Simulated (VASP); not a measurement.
# Li2S (Fm-3m) in VASP: further runs, part 2 of 2

VASP 6.6.1. The steps go on from the part before.

**5. Relaxation of cell and atoms, r2SCAN**

This run uses another cell than the first one, of 15.97 Å³/atom.

Contents of POSCAR:

```
Li2S
1.0
    0.0000000000      2.8825660000      2.8825660000
    2.8825660000      0.0000000000      2.8825660000
    2.8825660000      2.8825660000      0.0000000000
Li S
2 1
Direct
    0.2500000000      0.2500000000      0.2500000000
    0.7500000000      0.7500000000      0.7500000000
    0.0000000000      0.0000000000      0.0000000000
```

Contents of INCAR.step1:

```
ALGO = Normal
EDIFF = 1E-5
EDIFFG = -0.005
ENCUT = 830
GGA = PE
GGA_COMPAT = False
IBRION = 2
ISIF = 3
ISMEAR = 1
LASPH = True
LCHARG = False
LREAL = False
LWAVE = True
NELM = 120
NELMIN = 4
NSW = 100
PREC = Accurate
SIGMA = 0.005
```

Contents of INCAR.step2:

```
ALGO = Normal
EDIFF = 1E-7
EDIFFG = -0.01
ENCUT = 830
GGA_COMPAT = False
IBRION = 2
ISIF = 3
ISMEAR = 1
ISTART = 1
LASPH = True
LCHARG = False
LMIXTAU = True
LREAL = False
LWAVE = False
METAGGA = R2SCAN
NELM = 120
NELMIN = 4
NSW = 60
PREC = Accurate
SIGMA = 0.005
```

Contents of KPOINTS:

```
k-points
0
Gamma
  5 5 5
```

Potentials or basis: VASP PAW PBE potentials, release 64 (Li_sv, S).

Run with:

```bash
$ cat potpaw_PBE.64/Li_sv/POTCAR potpaw_PBE.64/S/POTCAR > POTCAR
$ cp INCAR.step1 INCAR
$ mpirun -np 1 vasp_std > vasp.out
$ cp INCAR.step2 INCAR
$ mpirun -np 1 vasp_std > vasp.out
```

OUTCAR:

```text
EDIFF = 1E-7
   EDIFFG = -0.01
   ENCUT = 830
   IBRION = 2
   ISIF = 3
   ISMEAR = 1
   ISTART = 1
   LASPH = True
   LREAL = False
   METAGGA = R2SCAN
   NELM = 120
   NELMIN = 4
   NSW = 60
   PREC = Accurate

 ion  position               nearest neighbor table
   1  0.250  0.250  0.250-   3 2.50   3 2.50   3 2.50   3 2.50
   2  0.750  0.750  0.750-   3 2.50   3 2.50   3 2.50   3 2.50
   3  0.000  0.000  0.000-   2 2.50   2 2.50   2 2.50   1 2.50   1 2.50   1 2.50   2 2.50   1 2.50

  LATTYP: Found a face centered cubic cell.
 ALAT       =     5.7651320000

  Lattice vectors:

 A1 = (   0.0000000000,   2.8825660000,   2.8825660000)
 A2 = (   2.8825660000,   0.0000000000,   2.8825660000)
 A3 = (   2.8825660000,   2.8825660000,   0.0000000000)

Analysis of symmetry for initial positions (statically):
=====================================================================
 Subroutine PRICEL returns:
 Original cell was already a primitive cell.

 Routine SETGRP: Setting up the symmetry group for a
 face centered cubic supercell.

 Subroutine GETGRP returns: Found 48 space group operations
 (whereof 48 operations were pure point group operations)
 out of a pool of 48 trial point group operations.

The static configuration has the point symmetry O_h .

Analysis of symmetry for dynamics (positions and initial velocities):
=====================================================================
 Subroutine PRICEL returns:
 Original cell was already a primitive cell.

 Routine SETGRP: Setting up the symmetry group for a
 face centered cubic supercell.

 Subroutine GETGRP returns: Found 48 space group operations
 (whereof 48 operations were pure point group operations)
 out of a pool of 48 trial point group operations.

The dynamic configuration has the point symmetry O_h .

 Subroutine INISYM returns: Found 48 space group operations
 (whereof 48 operations are pure point group operations),
 and found     1 'primitive' translations

----------------------------------------------------------------------------------------

                                     Primitive cell

[... 93 lines left out ...]
   EFERMI_NEDOS =   21; number of points for ismear=-14 and -15
   IALGO  =     38    algorithm
   IMIX   =      4    mixing-type and parameters
     AMIX     =   0.40;   BMIX     =  1.00
     AMIX_MAG =   1.60;   BMIX_MAG =  1.00
  volume/ion in A,a.u.               =      15.97       107.76
  Fermi-wavevector in a.u.,A,eV,Ry     =   1.031999  1.950196 14.490506  1.065022
  Thomas-Fermi vector in A             =   2.166175
   LORBIT       =      0    0 simple, 1 ext, 2 COOP (PROOUT), +10 PAW based schemes
   METAGGA = R2SCAN    functional components
   LHFCALC =     F    Hartree Fock is set to
   AEXX    =    0.0000 exact exchange contribution
   IVDW    =     0    specifies the selected vdW correction
   LEPSILON=     F    determine dielectric tensor
   LRPA    =     F    only Hartree local field effects (RPA)
 conjugate gradient relaxation of ions
 non-spin polarized calculation
 Methfessel and Paxton  Order N= 1 SIGMA  =   0.01
  energy-cutoff  :      830.00
  volume of cell :       47.90
 maximum number of plane-waves:      2637
 NGX is ok and might be reduce to    40
   NGX = 19   NGY = 19   NGZ = 19

--------------------------------------- Ionic step        1  -------------------------------------------

 number of electron      11.9999998 magnetization

 Free energy of the ion-electron system (eV)
  ---------------------------------------------------
  ext. energy  EPLUGINS =         0.00000000
  ---------------------------------------------------
  free energy    TOTEN  =       -17.37204745 eV

  energy without entropy =      -17.37204745  energy(sigma->0) =      -17.37204745

------------------------ aborting loop because EDIFF is reached ----------------------------------------

  FORCE on cell =-STRESS in cart. coord.  units (eV):
  Direction    XX          YY          ZZ          XY          YZ          ZX
  --------------------------------------------------------------------------------------
  -------------------------------------------------------------------------------------
  Total       -0.5195304     -0.5195304     -0.5195304     -0.0000000     -0.0000000      0.0000000
  in kB      -17.3761591    -17.3761591    -17.3761591     -0.0000000     -0.0000000      0.0000000
  external PRESSURE =     -17.3761591 kB  Pullay stress =       0.0000000 kB
[... 61 lines left out ...]
--------------------------------------- Ionic step        3  -------------------------------------------

 number of electron      12.0000004 magnetization

 Free energy of the ion-electron system (eV)
  ---------------------------------------------------
  ext. energy  EPLUGINS =         0.00000000
  ---------------------------------------------------
  free energy    TOTEN  =       -17.38357808 eV

  energy without entropy =      -17.38357808  energy(sigma->0) =      -17.38357808

 E-fermi :   1.3231     XC(G=0):  -8.9390

 val. band max:        1.2356347609   @ k =   0.0000   0.0000   0.0000
 cond. band min:       5.3911832647   @ k =   0.4000   0.4000   0.0000
 fundamental gap:      4.1555485038
 Fermi energy:         1.3230531229

 k-point     1 :       0.0000    0.0000    0.0000
  band No.  band energies     occupation
      1     -44.3624      2.00000
      2     -44.3202      2.00000
      3     -10.2609      2.00000
      4       1.2356      2.00000
      5       1.2356      2.00000
      6       1.2356      2.00000
      7       6.3054      0.00000
      8       8.1448      0.00000
      9       8.1448      0.00000
     10       8.1448      0.00000
[... 145 lines left out ...]
  FREE ENERGIE OF THE ION-ELECTRON SYSTEM (eV)
  ---------------------------------------------------
  free  energy   TOTEN  =       -17.3835780784 eV

  energy  without entropy=      -17.3835780784  energy(sigma->0) =      -17.38357808

 reached required accuracy - stopping structural energy minimisation
```

OSZICAR.step1:

```text
N       E                     dE             d eps       ncg     rms          rms(c)
DAV:   1     0.476673303542E+02    0.47667E+02   -0.69671E+03   200   0.158E+03
DAV:   2    -0.554470234135E+01   -0.53212E+02   -0.50973E+02   244   0.242E+02
DAV:   3    -0.118980547479E+02   -0.63534E+01   -0.63298E+01   332   0.639E+01
[... 20 lines left out ...]
DAV:   2    -0.119950398155E+02    0.54630E-02   -0.21016E-02   254   0.111E+00    0.281E-01
DAV:   3    -0.119941261372E+02    0.91368E-03   -0.29956E-03   230   0.341E-01    0.162E-01
DAV:   4    -0.119940418406E+02    0.84297E-04   -0.16660E-04   336   0.951E-02    0.758E-02
DAV:   5    -0.119940296772E+02    0.12163E-04   -0.41551E-05   314   0.474E-02    0.288E-02
DAV:   6    -0.119940289541E+02    0.72316E-06   -0.43795E-06   114   0.201E-02
   3 F= -.11994029E+02 E0= -.11994031E+02  d E =-.612515E-02
```

Wall time 3.3 min (1 thread of AMD EPYC 7R13 (Zen 3), shared host); peak memory 0.22 GiB.

Results:

```
Free energy                           : -17.3836 eV
Relaxed volume                        : 15.30 Å³/atom
Relaxed cell                          : a = 4.019 Å, b = 4.019 Å, c = 4.019 Å, α = 60.00°, β = 60.00°, γ = 60.00°
Space group after relaxing (to 0.1 Å) : Fm-3m (No. 225)
Energy gained by relaxing             : 3.8 meV/atom
Ionic steps                           : 3
Pressure after relaxing               : -0.1 GPa
Band gap on the k mesh                : 4.16 eV (least direct gap 5.07 eV)
```

The path:
| step | energy change (eV) | largest force (eV/Å) | pressure (GPa) | volume (Å³) |
| --- | --- | --- | --- | --- |
| 1 | 0.0000 | 0.0000 | -1.74 | 47.90 |
| 2 | -0.0095 | 0.0000 | -0.79 | 46.71 |
| 3 | -0.0115 | 0.0000 | -0.05 | 45.90 |

Final structure:
```
CELL_PARAMETERS angstrom
0.00000 2.84189 2.84189
2.84189 0.00000 2.84189
2.84189 2.84189 0.00000
ATOMIC_POSITIONS crystal
Li 0.25000 0.25000 0.25000
Li 0.75000 0.75000 0.75000
S 0.00000 0.00000 0.00000
```

Caveat: the PAW data sets were made with another functional, which shifts forces and pressure a little; an odd mesh through Γ misses points on the zone boundary, where band edges can lie.

**6. Relaxation of cell and atoms, r2SCAN**

This run uses another cell than the first one, of 15.97 Å³/atom.

POSCAR is that of step 5.

Contents of INCAR.step1:

```
PREC = Accurate
ENCUT = 830
ISMEAR = -5
SIGMA = 0.1
LREAL = False
LASPH = True
NELM = 120
GGA = PE
ALGO = Normal
EDIFF = 1E-5
LWAVE = True
LCHARG = False
GGA_COMPAT = False
IBRION = 2
ISIF = 3
EDIFFG = -0.005
NELMIN = 4
NSW = 100
```

Contents of INCAR.step2:

```
PREC = Accurate
ENCUT = 830
EDIFF = 1E-7
ISMEAR = -5
SIGMA = 0.1
LREAL = False
LASPH = True
NELM = 120
ALGO = Normal
ISIF = 3
LWAVE = False
LCHARG = False
METAGGA = R2SCAN
LMIXTAU = True
IBRION = 2
NSW = 60
EDIFFG = -0.01
ISTART = 1
GGA_COMPAT = False
NELMIN = 4
```

Contents of KPOINTS:

```
regular mesh
0
Gamma
  5 5 5
```

Potentials or basis: VASP PAW PBE potentials, release 64 (Li_sv, S).

Run with:

```bash
$ cat potpaw_PBE.64/Li_sv/POTCAR potpaw_PBE.64/S/POTCAR > POTCAR
$ cp INCAR.step1 INCAR
$ mpirun -np 1 vasp_std > vasp.out
$ cp INCAR.step2 INCAR
$ mpirun -np 1 vasp_std > vasp.out
```

Run time: 3.1 min. Hardware: 1 thread of AMD EPYC 7R13 (Zen 3), shared host; peak memory 0.22 GiB.

The run converged. Its results:

```
Free energy                           : -17.3836 eV
Relaxed volume                        : 15.30 Å³/atom
Relaxed cell                          : a = 4.019 Å, b = 4.019 Å, c = 4.019 Å, α = 60.00°, β = 60.00°, γ = 60.00°
Space group after relaxing (to 0.1 Å) : Fm-3m (No. 225)
Energy gained by relaxing             : 3.8 meV/atom
Ionic steps                           : 3
Pressure after relaxing               : -0.1 GPa
Band gap on the k mesh                : 4.16 eV (least direct gap 5.07 eV)
```

Step by step:
```
step  energy change (eV)  largest force (eV/Å)  pressure (GPa)  volume (Å³)
   1              0.0000                0.0000           -1.74        47.90
   2             -0.0095                0.0000           -0.79        46.71
   3             -0.0115                0.0000           -0.05        45.90
```

Final structure:
```
CELL_PARAMETERS angstrom
0.00000 2.84189 2.84189
2.84189 0.00000 2.84189
2.84189 2.84189 0.00000
ATOMIC_POSITIONS crystal
Li 0.25000 0.25000 0.25000
Li 0.75000 0.75000 0.75000
S 0.00000 0.00000 0.00000
```

Levels at points of the mesh, in eV from the valence-band top:
```
           k point  band 3  band 4  band 5  band 6  band 7  band 8  band 9  band 10
(0.00, 0.00, 0.00)  -11.50    0.00    0.00    0.00    5.07    6.91    6.91     6.91
```

Caveat: the PAW data sets were made with another functional, which shifts forces and pressure a little; an odd mesh through Γ misses points on the zone boundary, where band edges can lie.

**7. Overview**

```csv
task,spin,cell,k mesh,smearing,gap on the mesh (eV),pressure (GPa),relaxed volume (Å³/atom)
single point,off,"a = 4.023 Å, angles 60.0°, 3 atoms",8 × 8 × 8,tetrahedron,3.86,-0.2,-
single point,collinear,"a = 4.023 Å, angles 60.0°, 3 atoms",5 × 5 × 5,tetrahedron,4.16,-0.2,-
relaxation of cell and atoms,off,"relaxed from a = 4.077 Å, angles 60.0°, 3 atoms",5 × 5 × 5,tetrahedron,4.16,-0.1,15.30
relaxation of cell and atoms,off,"relaxed from a = 4.077 Å, angles 60.0°, 3 atoms",5 × 5 × 5,methfessel-paxton 0.005 eV,4.16,-0.1,15.30
```

Alike in all rows: level r2SCAN; potentials or basis VASP PAW PBE potentials, release 64 (Li_sv, S); cutoff (eV) 830.

Caveats: the PAW data sets were made with another functional, which shifts forces and pressure a little; an odd mesh through Γ misses points on the zone boundary, where band edges can lie (at least some runs).

Absolute energies hang on the potentials; compare differences alone.
